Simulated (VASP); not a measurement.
# TiO2 (P1) in VASP: a series of runs, part 2 of 2

VASP 6.6.1. The steps go on from the part before.

## Step 3: Single point, PBE+U

Input file INCAR:

```
SYSTEM = TiO2
PREC = Accurate
ENCUT = 520
EDIFF = 1E-6
ISMEAR = -1
SIGMA = 0.3705
LREAL = .FALSE.
LASPH = .TRUE.
NELM = 200
ALGO = Normal
ISIF = 2
LWAVE = .FALSE.
LCHARG = .FALSE.
LMAXMIX = 4
LDAU = .TRUE.
LDAUTYPE = 2
LDAUL = 2 -1
LDAUU = 4 0
LDAUJ = 0 0
LDAUPRINT = 1
GGA = PE
NBANDS = 87
GGA_COMPAT = .FALSE.
```

Input file KPOINTS:

```
Automatic mesh
0
Gamma
  2 2 1
  0.5 0.5 0
```

Input file POSCAR:

```
TiO2
1.0
    3.0027576444     -5.2009288029      0.0000000000
    0.0000000000      0.0000000000     -6.6000635790
    9.0082729331      5.2009288029      0.0000000000
Ti O
6 12
Direct
    0.2902819314      0.7174603613      0.2258503630
    0.7362721862      0.7308620504      0.7774707890
   -0.0728644295      0.3703946137      0.4684748402
    0.4553572162      0.4279504229     -0.0256616738
    0.7332531799      1.0914944854      0.1979016868
    0.2020804833      1.0230715082      0.7610733306
    1.1665895193      0.8840411808      0.1364629394
    0.4141315758      0.8534854146      0.8150745764
    0.1043208829      0.5888872059      0.3669739689
    0.7141139271      0.5921544472      0.9294479651
    0.9164153877      0.1506014280      0.3359004231
    0.3452382358      0.3148124219      0.8372392027
    0.6044396629      0.1902090768      0.0579305474
    0.0254559792      0.2890373672      0.6433484983
    0.3029647576      0.5193899966      0.0989017834
    0.6726170039      0.4747516388      0.5041495949
    0.5380398855      0.8220592022      0.3077837052
    1.0261321563      0.7978583747      0.7226046404
```

Potentials or basis: VASP PAW PBE potentials, release 64 (Ti_sv, O).

Launch:

```bash
cat potpaw_PBE.64/Ti_sv/POTCAR potpaw_PBE.64/O/POTCAR > POTCAR
mpirun -np 1 vasp_std > vasp.out
```

OUTCAR:

```text
SYSTEM = TiO2
   PREC = Accurate
   ENCUT = 520
   EDIFF = 1E-6
   ISMEAR = -1
   LREAL = .FALSE.
   LASPH = .TRUE.
   NELM = 200
   ISIF = 2
   GGA = PE

 ion  position               nearest neighbor table
   1  0.290  0.717  0.226-   7 1.62  17 1.85  15 1.86   9 2.03
   2  0.736  0.731  0.777-  10 1.83  18 1.88   8 2.13
   3  0.927  0.370  0.468-  16 1.72  14 1.99  11 2.00   9 2.08
   4  0.455  0.428  0.974-  15 1.70  12 1.74  10 1.95  13 2.00
   5  0.733  0.091  0.198-  13 1.77  11 1.85  17 2.42
   6  0.202  0.023  0.761-   8 1.79  18 1.87  12 2.25  14 2.39
[... 597 lines left out ...]
  Total       -6.4512461    -10.7670398    -11.0706126     -2.5915829     -8.2492636     -3.5725468
  in kB      -25.0694549    -41.8405707    -43.0202505    -10.0708561    -32.0565266    -13.8828683
  external PRESSURE =     -36.6434253 kB  Pullay stress =       0.0000000 kB

 VOLUME and BASIS-vectors are now :
 -----------------------------------------------------------------------------
  energy-cutoff  :      520.00
  volume of cell :      412.30
      direct lattice vectors                 reciprocal lattice vectors
     3.002757644 -5.200928803  0.000000000     0.083256802 -0.144205012  0.000000000
     0.000000000  0.000000000 -6.600063579     0.000000000  0.000000000 -0.151513692
     9.008272933  5.200928803  0.000000000     0.083256802  0.048068337  0.000000000

 POSITION                                       TOTAL-FORCE (eV/Angst)
 -----------------------------------------------------------------------------------
      2.90617     -0.33510     -4.73528         4.566938      2.341822      3.140825
      9.21452      0.21427     -4.82374         0.147159      1.707215      0.817578
      7.00411     -2.38546     -2.44463         1.192856     -1.581356     -0.908919
     10.14443      2.69918     -2.82450         0.589748     -3.687511      1.643866
      3.98453     -2.78433     -0.60387         2.898193      0.995984      3.814154
      7.46276      2.90728     -0.15227        -0.380460     -0.224475     -2.853482
[... 10 lines left out ...]
      4.38820     -1.19755     -5.42564        -0.736342     -2.553206     -2.475668
      6.58789      3.62230     -5.26592        -0.510571      1.979307     -0.732392
 -----------------------------------------------------------------------------------
    total drift:                               -0.000092      0.000078     -0.000821

  FREE ENERGIE OF THE ION-ELECTRON SYSTEM (eV)
  ---------------------------------------------------
  free  energy   TOTEN  =      -128.7301258886 eV

  energy  without entropy=     -126.0921055095  energy(sigma->0) =     -127.41111570
```

OSZICAR:

```text
N       E                     dE             d eps       ncg     rms          rms(c)
DAV:   1     0.206917460362E+04    0.20692E+04   -0.70341E+04   356   0.167E+03
DAV:   2     0.169901607247E+03   -0.18993E+04   -0.18441E+04   434   0.517E+02
DAV:   3    -0.162177420422E+03   -0.33208E+03   -0.32750E+03   442   0.212E+02
[... 17 lines left out ...]
DAV:  21    -0.128730085267E+03   -0.39545E-04   -0.13080E-04   496   0.416E-02    0.346E-02
DAV:  22    -0.128730114680E+03   -0.29413E-04   -0.86534E-05   496   0.299E-02    0.183E-02
DAV:  23    -0.128730122097E+03   -0.74168E-05   -0.25497E-05   456   0.191E-02    0.101E-02
DAV:  24    -0.128730125203E+03   -0.31066E-05   -0.12658E-05   416   0.139E-02    0.470E-03
DAV:  25    -0.128730125889E+03   -0.68539E-06   -0.26247E-06   240   0.631E-03
   1 F= -.12873013E+03 E0= -.12741112E+03  d E =-.263802E+01
```

Run time: 5.3 min. Hardware: 1 thread of Oxide Virtual Turin-like, shared host; peak memory 0.39 GiB.

Results:

* Free energy: -128.7301 eV
* Pressure: -3.7 GPa
* Largest force: 6.178 eV/Å
* Band gap on the k mesh: 0.95 eV

Forces on the atoms (eV/Å):
```
Ti   4.567  2.342  3.141
Ti   0.147  1.707  0.818
Ti   1.193 -1.581 -0.909
Ti   0.590 -3.688  1.644
Ti   2.898  0.996  3.814
Ti  -0.380 -0.224 -2.853
O   -3.963  1.625 -4.452
O    0.334 -2.819 -0.086
O   -0.031  0.459  0.916
O   -1.050 -1.063 -0.665
O   -1.316  0.791 -1.152
O   -1.859  0.730  2.189
O    0.094 -0.137 -0.944
O   -0.543 -0.817  1.652
O    0.388  1.917  0.253
O    0.178  0.336 -0.158
O   -0.736 -2.553 -2.476
O   -0.511  1.979 -0.732
```

Stress tensor (GPa, compression positive):
```
-2.51 -1.01 -1.39
-1.01 -4.18 -3.21
-1.39 -3.21 -4.30
```

Levels at points of the mesh, in eV from the valence-band top:
| k point | band 68 | band 69 | band 70 | band 71 | band 72 | band 73 | band 74 | band 75 | band 76 | band 77 |
| --- | --- | --- | --- | --- | --- | --- | --- | --- | --- | --- |
| (0.25, 0.25, 0.00) | -0.57 | -0.50 | -0.31 | -0.24 | 0.00 | 0.98 | 1.45 | 1.68 | 1.80 | 1.82 |

Eigenvalues of the final occupation matrices:
| site | spin | trace | eigenvalues |
| --- | --- | --- | --- |
| site 1 d | 1 | 1.01 | 0.11 0.14 0.18 0.22 0.36 |
| site 1 d | 2 | 1.01 | 0.11 0.14 0.18 0.22 0.36 |
| site 2 d | 1 | 0.85 | 0.10 0.12 0.15 0.22 0.25 |
| site 2 d | 2 | 0.85 | 0.10 0.12 0.15 0.22 0.25 |
| site 3 d | 1 | 0.88 | 0.10 0.12 0.18 0.18 0.31 |
| site 3 d | 2 | 0.88 | 0.10 0.12 0.18 0.18 0.31 |
| site 4 d | 1 | 0.96 | 0.09 0.15 0.16 0.27 0.28 |
| site 4 d | 2 | 0.96 | 0.09 0.15 0.16 0.27 0.28 |
| site 5 d | 1 | 0.84 | 0.08 0.11 0.16 0.22 0.26 |
| site 5 d | 2 | 0.84 | 0.08 0.11 0.16 0.22 0.26 |
| site 6 d | 1 | 0.83 | 0.09 0.13 0.14 0.19 0.28 |
| site 6 d | 2 | 0.83 | 0.09 0.13 0.14 0.19 0.28 |

Caveat: the k points lie up to 0.60 Å⁻¹ apart; the atoms stand as in a frame of molecular dynamics; so wide a smearing shifts energies and pressures; a shifted mesh leaves out Γ, where band edges can lie; forces of over 1 eV/Å act on the atoms, so gaps and moduli don't describe the material at rest. A k mesh can miss the band edges.

## Step 4: Single point, PBE+U

Input file INCAR:

```
SYSTEM = TiO2
  ALGO = Normal
  EDIFF = 1E-6
  ENCUT = 520
  GGA = PE
  GGA_COMPAT = .FALSE.
  ISIF = 2
  ISMEAR = -1
  LASPH = .TRUE.
  LCHARG = .FALSE.
  LDAU = .TRUE.
  LDAUJ = 0 0
  LDAUL = 2 -1
  LDAUPRINT = 1
  LDAUTYPE = 2
  LDAUU = 4 0
  LMAXMIX = 4
  LREAL = .FALSE.
  LWAVE = .FALSE.
  NBANDS = 87
  NELM = 200
  PREC = Accurate
  SIGMA = 0.3705
```

KPOINTS is that of step 3.

Input file POSCAR:

```
TiO2
1.0
    3.0027576444     -5.2009288029      0.0000000000
    0.0000000000      0.0000000000     -6.6000635790
    9.0082729331      5.2009288029      0.0000000000
Ti O
6 12
Direct
    0.3820502669      0.7459973591      0.2457007749
    0.5923919074      0.6833793260      0.7941681746
   -0.0729598638      0.2942598926      0.5279170407
    0.4303472171      0.4052136723     -0.0187187264
    0.7299810615      1.1213014710      0.1884458653
    0.1330983465      1.0202044146      0.8020877005
    1.2038653294      0.8901883944      0.1453586263
    0.4286496979      0.9581038007      0.7742043225
    0.1554873001      0.4033892959      0.4744795537
    0.5916746214      0.6284483400      0.9612172690
    0.8691224140      0.2296470302      0.3441940592
    0.2630876231      0.2645838149      0.8781729514
    0.7868762787      0.3505308657      0.0906150652
   -0.0395702977      0.0287653290      0.6677831654
    0.3164459673      0.4074192571      0.1439190911
    0.7458501097      0.4307819108      0.6750000723
    0.6469301719      0.7964061160      0.2440627074
    0.8811258424      0.7053233570      0.7584985148
```

Potentials or basis: VASP PAW PBE potentials, release 64 (Ti_sv, O).

Launch:

```bash
cat potpaw_PBE.64/Ti_sv/POTCAR potpaw_PBE.64/O/POTCAR > POTCAR
mpirun -np 1 vasp_std > vasp.out
```

OUTCAR:

```text
SYSTEM = TiO2
   EDIFF = 1E-6
   ENCUT = 520
   GGA = PE
   ISIF = 2
   ISMEAR = -1
   LASPH = .TRUE.
   LREAL = .FALSE.
   NELM = 200
   PREC = Accurate

 ion  position               nearest neighbor table
   1  0.382  0.746  0.246-  17 1.63   7 1.77
   2  0.592  0.683  0.794-  10 1.78  18 1.78   8 2.07  16 2.27   4 2.85
   3  0.927  0.294  0.528-   9 1.65  11 1.99  16 2.08  14 2.29
   4  0.430  0.405  0.981-  12 1.74  10 1.78  15 1.82   2 2.85
   5  0.730  0.121  0.188-  13 1.86  11 1.96  17 2.28
   6  0.133  0.020  0.802-  14 1.74   8 1.84  12 1.96
   7  0.204  0.890  0.145-   1 1.77
   8  0.429  0.958  0.774-   6 1.84   2 2.07
   9  0.155  0.403  0.474-   3 1.65
  10  0.592  0.628  0.961-   2 1.78   4 1.78
  11  0.869  0.230  0.344-   5 1.96   3 1.99
  12  0.263  0.265  0.878-   4 1.74   6 1.96
  13  0.787  0.351  0.091-   5 1.86
  14  0.960  0.029  0.668-   6 1.74   3 2.29
  15  0.316  0.407  0.144-   4 1.82
  16  0.746  0.431  0.675-   3 2.08   2 2.27
  17  0.647  0.796  0.244-   1 1.63   5 2.28
  18  0.881  0.705  0.758-   2 1.78

  LATTYP: Found a simple orthorhombic cell.
 ALAT       =     6.0055152888
 B/A-ratio  =     1.0990003791
 C/A-ratio  =     1.7320508076

  Lattice vectors:

 A1 = (   3.0027576444,  -5.2009288029,   0.0000000000)
 A2 = (   0.0000000000,   0.0000000000,  -6.6000635790)
 A3 = (   9.0082729331,   5.2009288029,   0.0000000000)

Analysis of symmetry for initial positions (statically):
=====================================================================
 Subroutine PRICEL returns:
 Original cell was already a primitive cell.

 Routine SETGRP: Setting up the symmetry group for a
 simple orthorhombic supercell.

 Subroutine GETGRP returns: Found  1 space group operations
 (whereof  1 operations were pure point group operations)
 out of a pool of  8 trial point group operations.
[... 361 lines left out ...]
  o =  0.2914  v =  0.0000  0.0000  0.0000  0.0000  0.0000 -0.0683 -0.0968  0.3178 -0.0537 -0.9392      0.0000  0.0000  0.0000  0.0000  0.0000  0.0000  0.0000  0.0000  0.0000  0.0000
  o =  0.2914  v = -0.0683 -0.0968  0.3178 -0.0537 -0.9392  0.0000  0.0000  0.0000  0.0000  0.0000      0.0000  0.0000  0.0000  0.0000  0.0000  0.0000  0.0000  0.0000  0.0000  0.0000

 number of electron     144.0000005 magnetization

 Free energy of the ion-electron system (eV)
  ---------------------------------------------------
  ext. energy  EPLUGINS =         0.00000000
  ---------------------------------------------------
  free energy    TOTEN  =      -124.11715683 eV

  energy without entropy =     -122.30045080  energy(sigma->0) =     -123.20880381

 E-fermi :   0.3402     XC(G=0):  -7.1775

 val. band max:       -0.0577066545   @ k =   0.2500  -0.2500   0.0000
 cond. band min:       1.0789075796   @ k =   0.2500   0.2500   0.0000
 fundamental gap:      1.1366142341
 Fermi energy:         0.3402052822

 k-point     1 :       0.2500    0.2500    0.0000
  band No.  band energies     occupation
      1     -58.9767      2.00000
      2     -58.6479      2.00000
      3     -58.4122      2.00000
      4     -58.3659      2.00000
      5     -58.1023      2.00000
      6     -57.9921      2.00000
[... 76 lines left out ...]
     83       2.3575      0.00860
     84       2.4814      0.00616

 k-point     2 :       0.2500   -0.2500    0.0000
  band No.  band energies     occupation
      1     -58.9767      2.00000
      2     -58.6479      2.00000
      3     -58.4122      2.00000
      4     -58.3659      2.00000
      5     -58.1023      2.00000
      6     -57.9921      2.00000
[... 76 lines left out ...]
     83       2.3926      0.00783
     84       2.4536      0.00664
 [bands above 84 left out]

------------------------ aborting loop because EDIFF is reached ----------------------------------------

  FORCE on cell =-STRESS in cart. coord.  units (eV):
  Direction    XX          YY          ZZ          XY          YZ          ZX
  --------------------------------------------------------------------------------------
  -------------------------------------------------------------------------------------
  Total      -11.4766091     -6.0681747    -11.1456048     -2.4752079      8.5917562      0.8224208
  in kB      -44.5979475    -23.5808445    -43.3116690     -9.6186243     33.3874482      3.1959162
  external PRESSURE =     -37.1634870 kB  Pullay stress =       0.0000000 kB

 VOLUME and BASIS-vectors are now :
 -----------------------------------------------------------------------------
  energy-cutoff  :      520.00
  volume of cell :      412.30
      direct lattice vectors                 reciprocal lattice vectors
     3.002757644 -5.200928803  0.000000000     0.083256802 -0.144205012  0.000000000
     0.000000000  0.000000000 -6.600063579     0.000000000  0.000000000 -0.151513692
     9.008272933  5.200928803  0.000000000     0.083256802  0.048068337  0.000000000

 POSITION                                       TOTAL-FORCE (eV/Angst)
 -----------------------------------------------------------------------------------
      3.36054     -0.70914     -4.92363        -4.866124      5.258447      3.688801
      8.93289      1.04942     -4.51035        -2.426132     -4.955071     -1.402424
      7.53930     -2.07581     -1.94213         0.184723      2.389666      0.992519
     10.13188      2.86537     -2.67444         5.643214      2.521720      2.008144
      3.88953     -2.81649     -0.80060         3.004975     -1.176829     -3.162960
      7.62509      3.47937     -0.13335         0.435675     -0.743617      0.263985
[... 10 lines left out ...]
      4.14116     -2.09528     -5.25633         1.990576     -4.562677     -3.178832
      9.47857     -0.63778     -4.65518         1.524404      0.999196     -1.632059
 -----------------------------------------------------------------------------------
    total drift:                               -0.000055      0.000928      0.000431

  FREE ENERGIE OF THE ION-ELECTRON SYSTEM (eV)
  ---------------------------------------------------
  free  energy   TOTEN  =      -124.1171568282 eV

  energy  without entropy=     -122.3004507985  energy(sigma->0) =     -123.20880381
```

OSZICAR:

```text
N       E                     dE             d eps       ncg     rms          rms(c)
DAV:   1     0.205439642467E+04    0.20544E+04   -0.70468E+04   356   0.167E+03
DAV:   2     0.192214490078E+03   -0.18622E+04   -0.18109E+04   396   0.516E+02
DAV:   3    -0.156289085097E+03   -0.34850E+03   -0.34361E+03   458   0.217E+02
[... 16 lines left out ...]
DAV:  20    -0.124117154875E+03   -0.68765E-04   -0.19220E-04   496   0.571E-02    0.411E-02
DAV:  21    -0.124117150020E+03    0.48557E-05   -0.64083E-05   488   0.297E-02    0.137E-02
DAV:  22    -0.124117154080E+03   -0.40605E-05   -0.24381E-05   424   0.152E-02    0.680E-03
DAV:  23    -0.124117156027E+03   -0.19473E-05   -0.11434E-05   360   0.105E-02    0.405E-03
DAV:  24    -0.124117156828E+03   -0.80091E-06   -0.51599E-06   248   0.601E-03
   1 F= -.12411716E+03 E0= -.12320880E+03  d E =-.181671E+01
```

stdout:

```text
POSCAR found type information on POSCAR TiO
 POSCAR found :  2 types and      18 ions
 scaLAPACK will be used
 -----------------------------------------------------------------------------
|                                                                             |
|                                                                             |
|     You have a (more or less) 'large supercell' and for larger cells it     |
|     might be more efficient to use real-space projection operators.         |
|     Therefore, try LREAL= Auto in the INCAR file.                           |
|     Mind: For very accurate calculation, you might also keep the            |
|     reciprocal projection scheme (i.e. LREAL=.FALSE.).                      |
|                                                                             |
 -----------------------------------------------------------------------------

 LDA part: xc-table for (Slater+PW92), standard interpolation
 POSCAR, INCAR and KPOINTS ok, starting setup
 FFT: planning ... GRIDC
 FFT: planning ... GRID_SOFT
 FFT: planning ... GRID
 WAVECAR not read
 entering main loop
```

Run time: 4 min. Hardware: 1 thread of Oxide Virtual Turin-like, shared host; peak memory 0.4 GiB.

What came out:

```
Free energy            : -124.1172 eV
Pressure               : -3.7 GPa
Largest force          : 8.058 eV/Å
Band gap on the k mesh : 1.14 eV
```

Forces in eV/Å, atoms in the order of the input:
```
Ti  -4.866  5.258  3.689
Ti  -2.426 -4.955 -1.402
Ti   0.185  2.390  0.993
Ti   5.643  2.522  2.008
Ti   3.005 -1.177 -3.163
Ti   0.436 -0.744  0.264
O    1.218 -0.583 -0.059
O   -0.288 -0.012  2.976
O    1.461 -1.159 -1.244
O    0.099  0.005 -2.040
O   -2.145  1.618  1.755
O   -2.667  0.996  0.853
O   -0.830  1.686  3.753
O   -1.089 -1.567 -2.502
O    0.266 -0.890 -1.387
O   -1.515  0.176  0.318
O    1.991 -4.563 -3.179
O    1.524  0.999 -1.632
```

Eigenvalues of the final occupation matrices:
```csv
site,spin,trace,eigenvalues
site 1 d,1,1.02,0.10 0.11 0.18 0.27 0.37
site 1 d,2,1.02,0.10 0.11 0.18 0.27 0.37
site 2 d,1,0.92,0.11 0.13 0.15 0.22 0.31
site 2 d,2,0.92,0.11 0.13 0.15 0.22 0.31
site 3 d,1,0.92,0.09 0.10 0.17 0.20 0.36
site 3 d,2,0.92,0.09 0.10 0.17 0.20 0.36
site 4 d,1,0.96,0.12 0.13 0.18 0.23 0.30
site 4 d,2,0.96,0.12 0.13 0.18 0.23 0.30
site 5 d,1,0.84,0.11 0.13 0.15 0.17 0.28
site 5 d,2,0.84,0.11 0.13 0.15 0.17 0.28
site 6 d,1,0.91,0.10 0.12 0.15 0.24 0.29
site 6 d,2,0.91,0.10 0.12 0.15 0.24 0.29
```

Caveat: the k points lie up to 0.60 Å⁻¹ apart; the atoms stand as in a frame of molecular dynamics; so wide a smearing shifts energies and pressures; a shifted mesh leaves out Γ, where band edges can lie; forces of over 1 eV/Å act on the atoms, so gaps and moduli don't describe the material at rest.

## Step 5: Overview

```csv
cell,gap on the mesh (eV),pressure (GPa),largest force (eV/Å)
"as given, atomic positions A",1.77,0.7,14.67
"as given, atomic positions B",0.95,-3.7,6.18
"as given, atomic positions C",1.14,-3.7,8.06
```

Alike in all rows: task single point; level PBE+U; potentials or basis VASP PAW PBE potentials, release 64 (Ti_sv, O); no spin polarisation; Ti d U = 4.0 eV; k mesh 2 × 2 × 1, shifted; cutoff (eV) 520; smearing fermi-dirac 0.3705 eV.

Caveats: all runs use coarse meshes; the atoms stand as in a frame of molecular dynamics; so wide a smearing shifts energies and pressures; a shifted mesh leaves out Γ, where band edges can lie; forces of over 1 eV/Å act on the atoms, so gaps and moduli don't describe the material at rest; atoms lie so close that the PAW spheres overlap strongly, which falsifies energies and pressures (at least some runs).

Total energies depend on the potentials used, so only differences within one code and one set of settings carry meaning.
